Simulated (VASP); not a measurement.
Zn:

```
Zn
1.0
     2.51370    0.00000    0.00000
     0.00000    2.51370    0.00000
     0.00000    0.00000    2.51370
Zn
1
Direct
  0.00000 0.00000 0.00000
```

This isn't the form of Zn at room conditions, which is hcp.

| Item | Value |
| --- | --- |
| Program | VASP 6.6.1 |
| Task | relaxation of cell and atoms |
| Functional | PBEsol |
| Potentials or basis | VASP PAW PBE potentials, release 64 (Zn) |
| Cutoff | 600 eV |
| k mesh | 6 × 6 × 6 |
| Occupations | gaussian, width 0.1 eV |
| Spin | no spin polarisation |

At the start: pressure 5.4 GPa; volume 15.88 Å³/atom.

Task: How do energy, volume and symmetry change on relaxing?

Result: Over 3 steps the energy falls by 27.9 meV/atom and the volume is 17.68 Å³/atom (+11.3 %); space group Pm-3m (No. 221, to 0.1 Å) before and after.

Step by step:
```tsv
step	energy change (eV)	largest force (eV/Å)	pressure (GPa)	volume (Å³)
1	0.0000	0.0000	5.44	15.88
2	-0.0262	0.0000	1.32	17.15
3	-0.0279	0.0000	-0.27	17.68
```

Final structure:
```xyz
1
Lattice="2.6049 0.0000 0.0000 0.0000 2.6049 0.0000 0.0000 0.0000 2.6049" Properties=species:S:1:pos:R:3 pbc="T T T"
Zn    0.0000    0.0000    0.0000
```

Caveat: the k points lie up to 0.40 Å⁻¹ apart in the final cell, too coarse for converged energies and pressures of a metal; the PAW data sets were made with another functional, which shifts forces and pressure a little.
